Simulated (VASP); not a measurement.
# Si2W (I4/mmm) in VASP: a series of runs, part 2 of 2

VASP 6.6.1. The steps go on from the part before.

**3. Single point, PBE**

This run uses another cell than the first one, of the same volume but with other edges.

INCAR

```
SYSTEM = Si2W
PREC = Accurate ; ENCUT = 520
EDIFF = 1E-7 ; ISMEAR = 0
SIGMA = 0.1 ; LREAL = .FALSE.
LASPH = .TRUE. ; NELM = 80
ALGO = Normal ; ISIF = 2
LWAVE = .FALSE. ; LCHARG = .TRUE.
GGA = PE ; LELF = .TRUE.
LVHAR = .TRUE. ; NBANDS = 18
ISYM = 0
```

KPOINTS

```
Automatic mesh
0
G
  9 9 15
  0 0 0
```

POSCAR

```
Si2W
1.0
    4.5665464730      0.0000000000      0.0000000000
   -2.2832732365      3.9336866682      0.0000000000
    2.2832732365      0.0000000000      2.2832732365
Si W
2 1
Direct
    0.6654325919      0.3308651837      0.0000000000
    0.3345674081      0.6691348163      0.0000000000
    0.0000000000      0.0000000000      0.0000000000
```

Potentials or basis: VASP PAW PBE potentials, release 64 (Si, W_sv).

On the command line:

```console
> cat potpaw_PBE.64/Si/POTCAR potpaw_PBE.64/W_sv/POTCAR > POTCAR
> mpirun -np 1 vasp_std > vasp.out
```

OUTCAR:

```text
SYSTEM = Si2W
   PREC = Accurate
   ENCUT = 520
   EDIFF = 1E-7
   ISMEAR = 0
   LREAL = .FALSE.
   LASPH = .TRUE.
   NELM = 80
   ISIF = 2
   GGA = PE
   ISYM = 0

 ion  position               nearest neighbor table
   1  0.665  0.331  0.000-   2 2.60   3 2.63   3 2.63   3 2.63   3 2.63   3 2.63   2 2.64   2 2.64
                             2 2.64   2 2.64
   2  0.335  0.669  0.000-   1 2.60   3 2.63   3 2.63   3 2.63   3 2.63   3 2.63   1 2.64   1 2.64
                             1 2.64   1 2.64
   3  0.000  0.000  0.000-   1 2.63   2 2.63   1 2.63   1 2.63   2 2.63   2 2.63   1 2.63   2 2.63
                             2 2.63   1 2.63

IMPORTANT INFORMATION: All symmetrisations will be switched off!
NOSYMM: (Re-)initialisation of all symmetry stuff for point group C_1.

----------------------------------------------------------------------------------------

                                     Primitive cell

  volume of cell :      41.0153

  direct lattice vectors                    reciprocal lattice vectors
     4.566546473  0.000000000  0.000000000     0.218983866  0.127107226 -0.218983866
    -2.283273236  3.933686668  0.000000000     0.000000000  0.254214452  0.000000000
     2.283273236  0.000000000  2.283273236     0.000000000  0.000000000  0.437967732

  length of vectors
     4.566546473  4.548321391  3.229035978     0.334759785  0.254214452  0.437967732

  position of ions in fractional coordinates (direct lattice)
     0.665432592  0.330865184  0.000000000
     0.334567408  0.669134816  0.000000000
     0.000000000  0.000000000  0.000000000

  ion indices of the primitive-cell ions
   primitive index   ion index
                 1           1
                 2           2
                 3           3

----------------------------------------------------------------------------------------

 KPOINTS: Automatic mesh

Automatic generation of k-mesh.
 Grid dimensions read from file:
 generate k-points for:    9    9   15

 Generating k-lattice:

  Cartesian coordinates                     Fractional coordinates (reciprocal lattice)
     0.024331541  0.014123025 -0.024331541     0.111111111 -0.000000000  0.000000000
     0.000000000  0.028246050  0.000000000     0.000000000  0.111111111  0.000000000
     0.000000000  0.000000000  0.029197849     0.000000000  0.000000000  0.066666667

  Length of vectors
     0.037195532  0.028246050  0.029197849

  Shift w.r.t. Gamma in fractional coordinates (k-lattice)
     0.000000000  0.000000000  0.000000000

 -----------------------------------------------------------------------------
|                                                                             |
|           W    W    AA    RRRRR   N    N  II  N    N   GGGG   !!!           |
|           W    W   A  A   R    R  NN   N  II  NN   N  G    G  !!!           |
|           W    W  A    A  R    R  N N  N  II  N N  N  G       !!!           |
|           W WW W  AAAAAA  RRRRR   N  N N  II  N  N N  G  GGG   !            |
|           WW  WW  A    A  R   R   N   NN  II  N   NN  G    G                |
|           W    W  A    A  R    R  N    N  II  N    N   GGGG   !!!           |
|                                                                             |
|     Your reciprocal lattice and k-lattice belong to different lattice       |
|     classes:                                                                |
|                                                                             |
|        The reciprocal lattice is body-centered tetragonal,                  |
|        whereas your k-lattice is base-centered monoclinic.                  |
[... 39 lines left out ...]
 [... further k-points ...]
   k-points           NKPTS =    608   k-points in BZ     NKDIM =    608   number of bands    NBANDS=     18
   number of dos      NEDOS =    301   number of ions     NIONS =      3
   total plane-waves  NPLWV =  31104
   dimension x,y,z NGX =    36 NGY =   36 NGZ =   24
   dimension x,y,z NGXF=    72 NGYF=   72 NGZF=   48
   ions per type =               2   1
   NGX,Y,Z   is equivalent  to a cutoff of  13.11, 13.16, 12.36 a.u.
   NGXF,Y,Z  is equivalent  to a cutoff of  26.21, 26.32, 24.71 a.u.
 SYSTEM =  Si2W
   PREC   = accura    normal or accurate (medium, high low for compatibility)
   ISTART =      0    job   : 0-new  1-cont  2-samecut
   ICHARG =      2    charge: 1-file 2-atom 10-const
   ISPIN  =      1    spin polarized calculation?
   LNONCOLLINEAR =      F non collinear calculations
   LSORBIT =      F    spin-orbit coupling
   LASPH  =      T    aspherical Exc in radial PAW
   ENCUT  =  520.0 eV  38.22 Ry    6.18 a.u.   8.49  8.46  6.00*2*pi/ulx,y,z
   NELM   =     80;   NELMIN=  2; NELMDL= -5     # of ELM steps
   EDIFF  = 0.1E-06   stopping-criterion for ELM
   LREAL  =      F    real-space projection
   EDIFFG = 0.1E-05   stopping-criterion for IOM
   NSW    =      0    number of steps for IOM
   IBRION =     -1    ionic relax: 0-MD 1-quasi-New 2-CG
   NFREE  =      0    steps in history (QN), initial steepest desc. (CG)
   ISIF   =      2    stress and relaxation
   ISYM   =      0    0-nonsym 1-usesym 2-fastsym
   POTIM  = 0.5000    time-step for ionic-motion
   TEBEG  =    0.0;   TEEND  =   0.0 temperature during run
   PSTRESS=    0.0 pullay stress
   NELECT =      22.0000    total number of electrons
   NUPDOWN=      -1.0000    fix difference up-down
   EMIN   =  10.00;   EMAX   =-10.00  energy-range for DOS
   EFERMI =   0.00;   METHOD = LEGACY
   ISMEAR =     0;   SIGMA  =   0.10  broadening in eV -4-tet -1-fermi 0-gaus
   EFERMI_NEDOS =   21; number of points for ismear=-14 and -15
   IALGO  =     38    algorithm
   IMIX   =      4    mixing-type and parameters
     AMIX     =   0.40;   BMIX     =  1.00
     AMIX_MAG =   1.60;   BMIX_MAG =  1.00
  volume/ion in A,a.u.               =      13.67        92.26
  Fermi-wavevector in a.u.,A,eV,Ry     =   1.330150  2.513619 24.072767  1.769298
  Thomas-Fermi vector in A             =   2.459258
   LORBIT       =      0    0 simple, 1 ext, 2 COOP (PROOUT), +10 PAW based schemes
   GGA     = PE    functional components
   LHFCALC =     F    Hartree Fock is set to
   AEXX    =    0.0000 exact exchange contribution
   IVDW    =     0    specifies the selected vdW correction
   LEPSILON=     F    determine dielectric tensor
   LRPA    =     F    only Hartree local field effects (RPA)
 non-spin polarized calculation
 Gauss-broadening in eV      SIGMA  =   0.10
  energy-cutoff  :      520.00
  volume of cell :       41.02
 maximum number of plane-waves:      1134
 NGX is ok and might be reduce to    36

 number of electron      22.0000000 magnetization

 Free energy of the ion-electron system (eV)
  ---------------------------------------------------
  ext. energy  EPLUGINS =         0.00000000
  ---------------------------------------------------
  free energy    TOTEN  =       -24.81358973 eV

  energy without entropy =      -24.81187898  energy(sigma->0) =      -24.81273436

 E-fermi :  11.7119     XC(G=0): -12.4608

 val. band max:       11.6967613658   @ k =   0.0000   0.3333   0.0667
 cond. band min:      11.7255742391   @ k =   0.1111   0.4444   0.2000
 fundamental gap:      0.0288128734
 Fermi energy:        11.7119256594

 k-point     1 :       0.0000    0.0000    0.0000
  band No.  band energies     occupation
      1     -62.1286      2.00000
      2     -26.3749      2.00000
      3     -26.3626      2.00000
      4     -26.3618      2.00000
      5      -2.2030      2.00000
      6       4.9975      2.00000
[... 481 lines left out ...]
      5      -1.0092      2.00000
      6       2.1749      2.00000
[... 10 lines left out ...]
     17      19.1648      0.00000
     18      19.1652      0.00000

 [... further k-points ...]

------------------------ aborting loop because EDIFF is reached ----------------------------------------

  FORCE on cell =-STRESS in cart. coord.  units (eV):
  Direction    XX          YY          ZZ          XY          YZ          ZX
  --------------------------------------------------------------------------------------
  -------------------------------------------------------------------------------------
  Total        0.0129717      0.0184419      0.0471630     -0.0000010      0.0000002      0.0087319
  in kB        0.5067121      0.7203957      1.8423273     -0.0000375      0.0000063      0.3410954
  external PRESSURE =       1.0231450 kB  Pullay stress =       0.0000000 kB

 VOLUME and BASIS-vectors are now :
 -----------------------------------------------------------------------------
  energy-cutoff  :      520.00
  volume of cell :       41.02
      direct lattice vectors                 reciprocal lattice vectors
     4.566546473  0.000000000  0.000000000     0.218983866  0.127107226 -0.218983866
    -2.283273236  3.933686668  0.000000000     0.000000000  0.254214452  0.000000000
     2.283273236  0.000000000  2.283273236     0.000000000  0.000000000  0.437967732

 POSITION                                       TOTAL-FORCE (eV/Angst)
 -----------------------------------------------------------------------------------
      2.28327      1.30152      0.00000        -0.000000      0.012343     -0.000000
     -0.00000      2.63217      0.00000         0.000000     -0.012343      0.000000
      0.00000      0.00000      0.00000         0.000000      0.000000     -0.000000
 -----------------------------------------------------------------------------------
    total drift:                                0.000000      0.000000     -0.000000

  FREE ENERGIE OF THE ION-ELECTRON SYSTEM (eV)
  ---------------------------------------------------
  free  energy   TOTEN  =       -24.8135897281 eV

  energy  without entropy=      -24.8118789834  energy(sigma->0) =      -24.81273436
```

Run time: 2.7 min. Hardware: 1 thread of Intel Xeon 6975P-C (Granite Rapids), shared host; peak memory 0.52 GiB.

What came out:

| Property | Result |
| --- | --- |
| Free energy | -24.8136 eV |
| Pressure | 0.1 GPa |
| Largest force | 0.012 eV/Å |
| Band gap on the k mesh | zero (bands 11 and 12 overlap by 1.24 eV) |

Forces in eV/Å, atoms in the order of the input:
```
Si   0.000  0.012  0.000
Si   0.000 -0.012  0.000
W    0.000  0.000  0.000
```

Caveat: spin-orbit coupling is left out, which moves the levels of the heavy elements.

The gap in the log of VASP goes by the Fermi energy; the results here count the filled bands.